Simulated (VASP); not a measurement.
# HfNiS4 (P4/mmm) in VASP: a series of runs

HfNiS4 is run at these levels: PBE; tasks: single point.

Program: VASP 6.6.1. These are calculated values, not measurements. Logs are shortened: lines on timing, memory, paths and dates and some standing lists are left out, and cuts for length are marked.

## Step 1: The cell of the first run

The structure is tetragonal, space group P4/mmm (No. 123). Conventional cell: a = 4.069 Å, b = 4.069 Å, c = 6.070 Å, α = 90.00°, β = 90.00°, γ = 90.00°. Within 3.4 Å of Hf (site symmetry 4/mmm) lie 8 S at 2.59 Å. Ni (site symmetry 4/mmm) has 8 S at 2.49 Å within 3.3 Å. S (site symmetry 2mm) has 2 Ni at 2.49 Å and 2 Hf at 2.59 Å and 6 S at 2.86 to 3.21 Å within 3.3 Å.

The cell was built from a structure type or drawn by symmetry, and may not be a known phase.

## Step 2: Single point, PBE, collinear spin, ferromagnetic start

INCAR reads:

```
ALGO = Normal
EDIFF = 1E-6
ENCUT = 520
GGA = PE
ISIF = 2
ISMEAR = 0
ISPIN = 2
LASPH = True
LCHARG = False
LMAXMIX = 4
LORBIT = 11
LREAL = False
LWAVE = False
MAGMOM = 0 2 0 0 0 0
NBANDS = 35
NELM = 150
PREC = Accurate
SIGMA = 0.1
```

KPOINTS reads:

```
k-points
0
Gamma
  4 4 4
```

POSCAR reads:

```
HfNiS4
1.0
    4.0686637000      0.0000000000      0.0000000000
    0.0000000000      4.0686637000      0.0000000000
    0.0000000000      0.0000000000      6.0697277600
Hf Ni S
1 1 4
Direct
    0.5000000000      0.5000000000      0.5000000000
    0.0000000000      0.0000000000      0.0000000000
    0.0000000000      0.5000000000      0.7644799900
    0.5000000000      0.0000000000      0.7644799900
    0.0000000000      0.5000000000      0.2355200100
    0.5000000000      0.0000000000      0.2355200100
```

Potentials or basis: VASP PAW PBE potentials, release 64 (Hf_pv, Ni, S).

Started as:

```sh
> cat potpaw_PBE.64/Hf_pv/POTCAR potpaw_PBE.64/Ni/POTCAR potpaw_PBE.64/S/POTCAR > POTCAR
> mpirun -np 1 vasp_std > vasp.out
```

OUTCAR:

```text
EDIFF = 1E-6
   ENCUT = 520
   GGA = PE
   ISIF = 2
   ISMEAR = 0
   ISPIN = 2
   LASPH = True
   LORBIT = 11
   LREAL = False
   NELM = 150
   PREC = Accurate

 ion  position               nearest neighbor table
   1  0.500  0.500  0.500-   3 2.59   4 2.59   5 2.59   6 2.59   4 2.59   6 2.59   3 2.59   5 2.59

   2  0.000  0.000  0.000-   3 2.49   4 2.49   5 2.49   6 2.49   3 2.49   5 2.49   4 2.49   6 2.49

   3  0.000  0.500  0.764-   2 2.49   2 2.49   1 2.59   1 2.59
   4  0.500  0.000  0.764-   2 2.49   2 2.49   1 2.59   1 2.59
   5  0.000  0.500  0.236-   2 2.49   2 2.49   1 2.59   1 2.59
   6  0.500  0.000  0.236-   2 2.49   2 2.49   1 2.59   1 2.59

  LATTYP: Found a simple tetragonal cell.
 ALAT       =     4.0686637000
 C/A-ratio  =     1.4918234112

  Lattice vectors:

 A1 = (   4.0686637000,   0.0000000000,   0.0000000000)
 A2 = (   0.0000000000,   4.0686637000,   0.0000000000)
 A3 = (   0.0000000000,   0.0000000000,   6.0697277600)

Analysis of symmetry for initial positions (statically):
=====================================================================
 Subroutine PRICEL returns:
 Original cell was already a primitive cell.

 Routine SETGRP: Setting up the symmetry group for a
 simple tetragonal supercell.

 Subroutine GETGRP returns: Found 16 space group operations
 (whereof 16 operations were pure point group operations)
 out of a pool of 16 trial point group operations.

The static configuration has the point symmetry D_4h.

Analysis of symmetry for dynamics (positions and initial velocities):
=====================================================================
 Subroutine PRICEL returns:
 Original cell was already a primitive cell.

 Routine SETGRP: Setting up the symmetry group for a
 simple tetragonal supercell.

 Subroutine GETGRP returns: Found 16 space group operations
 (whereof 16 operations were pure point group operations)
 out of a pool of 16 trial point group operations.

The dynamic configuration has the point symmetry D_4h.

Analysis of structural, dynamic, and magnetic symmetry:
=====================================================================
 Subroutine PRICEL returns:
 Original cell was already a primitive cell.

 Routine SETGRP: Setting up the symmetry group for a
 simple tetragonal supercell.

 Subroutine GETGRP returns: Found 16 space group operations
 (whereof 16 operations were pure point group operations)
 out of a pool of 16 trial point group operations.

The overall configuration has the point symmetry D_4h.

 Subroutine INISYM returns: Found 16 space group operations
 (whereof 16 operations are pure point group operations),
 and found     1 'primitive' translations

----------------------------------------------------------------------------------------

                                     Primitive cell

  volume of cell :     100.4784

  direct lattice vectors                    reciprocal lattice vectors
     4.068663700  0.000000000  0.000000000     0.245780943  0.000000000  0.000000000
     0.000000000  4.068663700  0.000000000     0.000000000  0.245780943  0.000000000
     0.000000000  0.000000000  6.069727760     0.000000000  0.000000000  0.164752035

  length of vectors
     4.068663700  4.068663700  6.069727760     0.245780943  0.245780943  0.164752035

  position of ions in fractional coordinates (direct lattice)
     0.500000000  0.500000000  0.500000000
     0.000000000  0.000000000  0.000000000
     0.000000000  0.500000000  0.764479990
     0.500000000  0.000000000  0.764479990
     0.000000000  0.500000000  0.235520010
     0.500000000  0.000000000  0.235520010

  ion indices of the primitive-cell ions
   primitive index   ion index
                 1           1
                 2           2
                 3           3
                 4           4
                 5           5
                 6           6

----------------------------------------------------------------------------------------
[... 30 lines left out ...]
  0.250000  0.250000  0.000000      4.000000
  0.500000  0.250000  0.000000      4.000000
  0.500000  0.500000  0.000000      1.000000
[... 10 lines left out ...]
  0.500000  0.250000  0.500000      4.000000
  0.500000  0.500000  0.500000      1.000000
   k-points           NKPTS =     18   k-points in BZ     NKDIM =     18   number of bands    NBANDS=     35
   number of dos      NEDOS =    301   number of ions     NIONS =      6
   total plane-waves  NPLWV =  43200
   dimension x,y,z NGX =    30 NGY =   30 NGZ =   48
   dimension x,y,z NGXF=    60 NGYF=   60 NGZF=   96
   ions per type =               1   1   4
   NGX,Y,Z   is equivalent  to a cutoff of  12.26, 12.26, 13.15 a.u.
   NGXF,Y,Z  is equivalent  to a cutoff of  24.52, 24.52, 26.29 a.u.
 SYSTEM =  unknown system
   PREC   = accura    normal or accurate (medium, high low for compatibility)
   ISTART =      0    job   : 0-new  1-cont  2-samecut
   ICHARG =      2    charge: 1-file 2-atom 10-const
   ISPIN  =      2    spin polarized calculation?
   LNONCOLLINEAR =      F non collinear calculations
   LSORBIT =      F    spin-orbit coupling
   LASPH  =      T    aspherical Exc in radial PAW
   ENCUT  =  520.0 eV  38.22 Ry    6.18 a.u.   7.57  7.57 11.29*2*pi/ulx,y,z
   NELM   =    150;   NELMIN=  2; NELMDL= -5     # of ELM steps
   EDIFF  = 0.1E-05   stopping-criterion for ELM
   LREAL  =      F    real-space projection
   EDIFFG = 0.1E-04   stopping-criterion for IOM
   NSW    =      0    number of steps for IOM
   IBRION =     -1    ionic relax: 0-MD 1-quasi-New 2-CG
   NFREE  =      0    steps in history (QN), initial steepest desc. (CG)
   ISIF   =      2    stress and relaxation
   ISYM   =      2    0-nonsym 1-usesym 2-fastsym
   POTIM  = 0.5000    time-step for ionic-motion
   TEBEG  =    0.0;   TEEND  =   0.0 temperature during run
   PSTRESS=    0.0 pullay stress
   NELECT =      44.0000    total number of electrons
   NUPDOWN=      -1.0000    fix difference up-down
   EMIN   =  10.00;   EMAX   =-10.00  energy-range for DOS
   EFERMI =   0.00;   METHOD = LEGACY
   ISMEAR =     0;   SIGMA  =   0.10  broadening in eV -4-tet -1-fermi 0-gaus
   EFERMI_NEDOS =   21; number of points for ismear=-14 and -15
   IALGO  =     38    algorithm
   IMIX   =      4    mixing-type and parameters
     AMIX     =   0.40;   BMIX     =  1.00
     AMIX_MAG =   1.60;   BMIX_MAG =  1.00
  volume/ion in A,a.u.               =      16.75       113.01
  Fermi-wavevector in a.u.,A,eV,Ry     =   1.243182  2.349274 21.027832  1.545502
  Thomas-Fermi vector in A             =   2.377504
   LORBIT       =     11    0 simple, 1 ext, 2 COOP (PROOUT), +10 PAW based schemes
   GGA     = PE    functional components
   LHFCALC =     F    Hartree Fock is set to
   AEXX    =    0.0000 exact exchange contribution
   IVDW    =     0    specifies the selected vdW correction
   LEPSILON=     F    determine dielectric tensor
   LRPA    =     F    only Hartree local field effects (RPA)
 spin polarized calculation
 Gauss-broadening in eV      SIGMA  =   0.10
  energy-cutoff  :      520.00
  volume of cell :      100.48
 maximum number of plane-waves:      2751
   NGX = 15   NGY = 15   NGZ = 23

 number of electron      44.0000008 magnetization      -0.0593192

 number of electron      44.0000006 magnetization       0.0320032

 Free energy of the ion-electron system (eV)
  ---------------------------------------------------
  ext. energy  EPLUGINS =         0.00000000
  ---------------------------------------------------
  free energy    TOTEN  =       -34.38778939 eV

  energy without entropy =      -34.35685784  energy(sigma->0) =      -34.37232362

 E-fermi :   6.8013     XC(G=0): -10.8982

 val. band max:        6.7947827919   @ k =   0.2500   0.0000   0.2500
 cond. band min:       6.8015387256   @ k =   0.2500   0.0000   0.2500
 fundamental gap:      0.0067559338
 Fermi energy:         6.8012525566

 spin component 1

 k-point     1 :       0.0000    0.0000    0.0000
  band No.  band energies     occupation
      1     -24.2616      1.00000
      2     -24.2304      1.00000
      3     -24.2304      1.00000
      4      -8.7052      1.00000
      5      -6.9539      1.00000
      6      -5.3906      1.00000
[... 655 lines left out ...]
     33      15.1881      0.00000
     34      16.1366      0.00000
 Fermi energy:         6.8012525566

 spin component 2

 k-point     1 :       0.0000    0.0000    0.0000
  band No.  band energies     occupation
      1     -24.2615      1.00000
      2     -24.2299      1.00000
      3     -24.2299      1.00000
      4      -8.7025      1.00000
      5      -6.9510      1.00000
      6      -5.3871      1.00000
[... 655 lines left out ...]
     33      15.1903      0.00000
     34      16.1388      0.00000
 [bands above 34 left out]

------------------------ aborting loop because EDIFF is reached ----------------------------------------

  FORCE on cell =-STRESS in cart. coord.  units (eV):
  Direction    XX          YY          ZZ          XY          YZ          ZX
  --------------------------------------------------------------------------------------
  -------------------------------------------------------------------------------------
  Total        5.1353452      5.1353452      4.0268011      0.0000000     -0.0000000      0.0000000
  in kB       81.8855790     81.8855790     64.2093035      0.0000000     -0.0000000      0.0000000
  external PRESSURE =      75.9934872 kB  Pullay stress =       0.0000000 kB

 VOLUME and BASIS-vectors are now :
 -----------------------------------------------------------------------------
  energy-cutoff  :      520.00
  volume of cell :      100.48
      direct lattice vectors                 reciprocal lattice vectors
     4.068663700  0.000000000  0.000000000     0.245780943  0.000000000  0.000000000
     0.000000000  4.068663700  0.000000000     0.000000000  0.245780943  0.000000000
     0.000000000  0.000000000  6.069727760     0.000000000  0.000000000  0.164752035

 POSITION                                       TOTAL-FORCE (eV/Angst)
 -----------------------------------------------------------------------------------
      2.03433      2.03433      3.03486         0.000000      0.000000      0.000000
      0.00000      0.00000      0.00000         0.000000      0.000000      0.000000
      0.00000      2.03433      4.64019        -0.000000      0.000000     -0.114519
      2.03433      0.00000      4.64019        -0.000000      0.000000     -0.114519
      0.00000      2.03433      1.42954         0.000000      0.000000      0.114519
      2.03433      0.00000      1.42954         0.000000      0.000000      0.114519
 -----------------------------------------------------------------------------------
    total drift:                                0.000000     -0.000000      0.000000

  FREE ENERGIE OF THE ION-ELECTRON SYSTEM (eV)
  ---------------------------------------------------
  free  energy   TOTEN  =       -34.3877893926 eV

  energy  without entropy=      -34.3568578419  energy(sigma->0) =      -34.37232362

 total charge

# of ion       s       p       d       tot
------------------------------------------
    1        0.302   6.501   1.563   8.367
    2        0.338   0.390   8.368   9.096
    3        1.386   2.296   0.000   3.682
    4        1.386   2.296   0.000   3.682
    5        1.386   2.296   0.000   3.682
    6        1.386   2.296   0.000   3.682
--------------------------------------------------
tot          6.185  16.075   9.931  32.191

 magnetization (x)

# of ion       s       p       d       tot
------------------------------------------
    1       -0.000   0.000   0.001   0.001
    2       -0.000   0.000   0.022   0.022
    3        0.000   0.002   0.000   0.003
    4        0.000   0.002   0.000   0.003
    5        0.000   0.002   0.000   0.003
    6        0.000   0.002   0.000   0.003
--------------------------------------------------
tot          0.001   0.009   0.023   0.033
```

Wall time 1.7 min (1 thread of Intel Xeon 6975P-C (Granite Rapids), shared host); peak memory 0.29 GiB.

Results:

* Free energy: -34.3878 eV
* Pressure: 7.6 GPa
* Largest force: 0.115 eV/Å
* Band gap on the k mesh: zero (filled and empty bands overlap)
* Net moment: 0.03 μB per cell
* Site moments: Hf +0.00; Ni +0.02; S +0.00 μB
* Valence electrons inside the program's atomic spheres: Hf 8.37; Ni 9.10; S 3.68

Forces on the atoms (eV/Å):
```
Hf   0.000  0.000  0.000
Ni   0.000  0.000  0.000
S    0.000  0.000 -0.115
S    0.000  0.000 -0.115
S    0.000  0.000  0.115
S    0.000  0.000  0.115
```

Caveat: the k points lie up to 0.39 Å⁻¹ apart, too coarse for converged energies and pressures of a metal; spin-orbit coupling is left out, which moves the levels of the heavy elements. With open d or f shells a metallic result of PBE can be an artefact of self-interaction; +U or a hybrid may open a gap.

## Step 3: Single point, PBE, collinear spin, ferromagnetic start

This run uses another cell than the first one, of 18.02 Å³/atom.

INCAR reads:

```
PREC = Accurate
ENCUT = 520
EDIFF = 1E-6
ISMEAR = 0
SIGMA = 0.1
LREAL = F
LASPH = T
NELM = 150
ALGO = Normal
ISIF = 2
LWAVE = F
LCHARG = T
ISPIN = 2
MAGMOM = 0 2 0 0 0 0
LORBIT = 11
LMAXMIX = 4
GGA = PE
LELF = T
LVHAR = T
NBANDS = 35
```

KPOINTS reads:

```
Automatic mesh
0
Gamma
  4 4 4
```

POSCAR reads:

```
HfNiS4
1.0
    4.2037699298      0.0000000000      0.0000000000
    0.0000000000      4.2037699298      0.0000000000
    0.0000000000      0.0000000000      6.1179835152
Hf Ni S
1 1 4
Direct
    0.5000000000      0.5000000000      0.5000000000
    0.0000000000      0.0000000000      0.0000000000
    0.0000000000      0.5000000000      0.7606239832
    0.5000000000      0.0000000000      0.7606239832
    0.0000000000      0.5000000000      0.2393760168
    0.5000000000      0.0000000000      0.2393760168
```

Potentials or basis: VASP PAW PBE potentials, release 64 (Hf_pv, Ni, S).

Started as:

```sh
> cat potpaw_PBE.64/Hf_pv/POTCAR potpaw_PBE.64/Ni/POTCAR potpaw_PBE.64/S/POTCAR > POTCAR
> mpirun -np 1 vasp_std > vasp.out
```

It took 99 s on 1 thread of Intel Xeon 6975P-C (Granite Rapids), shared host; peak memory 0.31 GiB.

It converged, with:

- Free energy: -34.5622 eV
- Pressure: -0.4 GPa
- Largest force: 0.045 eV/Å
- Net moment: 0.56 μB per cell
- Site moments: Hf +0.01; Ni +0.38; S +0.03 μB
- Valence electrons inside the program's atomic spheres: Hf 8.21; Ni 8.96; S 3.66

Forces on the atoms (eV/Å):
```
Hf   0.000  0.000  0.000
Ni   0.000  0.000  0.000
S    0.000  0.000 -0.045
S    0.000  0.000 -0.045
S    0.000  0.000  0.045
S    0.000  0.000  0.045
```

Stress tensor (GPa, compression positive):
```
-0.45  0.00  0.00
 0.00 -0.45  0.00
 0.00  0.00 -0.34
```

Levels at points of the mesh, in eV from the Fermi level:
Spin up:
| k point | band 19 | band 20 | band 21 | band 22 | band 23 | band 24 | band 25 | band 26 |
| --- | --- | --- | --- | --- | --- | --- | --- | --- |
| (0.00, 0.00, 0.00) | -0.80 | -0.35 | -0.35 | 0.12 | 0.80 | 0.83 | 0.83 | 1.57 |
| (0.50, 0.00, 0.00) | -1.74 | -1.22 | -1.05 | -0.79 | 0.03 | 0.63 | 1.58 | 2.01 |
| (0.50, 0.50, 0.00) | -1.21 | -0.03 | -0.02 | -0.02 | 0.95 | 1.26 | 1.43 | 1.63 |
| (0.00, 0.00, 0.50) | -1.52 | -0.88 | -0.88 | -0.10 | 0.70 | 0.70 | 0.99 | 1.55 |
| (0.50, 0.00, 0.50) | -2.48 | -1.72 | -1.52 | -1.12 | -0.85 | -0.50 | 1.91 | 3.08 |
| (0.50, 0.50, 0.50) | -1.09 | -0.73 | -0.73 | 0.62 | 1.00 | 1.58 | 1.67 | 1.95 |
Spin down:
```
           k point  band 18  band 19  band 20  band 21  band 22  band 23  band 24  band 25
(0.00, 0.00, 0.00)    -0.75    -0.47    -0.32    -0.32     0.14     0.87     1.04     1.04
(0.50, 0.00, 0.00)    -1.66    -1.43    -1.03    -0.99    -0.42     0.35     0.81     1.59
(0.50, 0.50, 0.00)    -1.41    -1.19     0.02     0.21     0.21     0.97     1.29     1.59
(0.00, 0.00, 0.50)    -1.26    -1.26    -0.86    -0.86     0.28     0.85     0.85     0.99
(0.50, 0.00, 0.50)    -2.50    -2.43    -1.42    -1.32    -0.72    -0.52    -0.14     1.92
(0.50, 0.50, 0.50)    -1.19    -1.08    -0.38    -0.38     0.65     1.04     1.61     1.82
```

Caveat: the k points lie up to 0.37 Å⁻¹ apart; spin-orbit coupling is left out, which moves the levels of the heavy elements; a cell with one magnetic atom can't hold antiferromagnetic order, which such compounds often take.
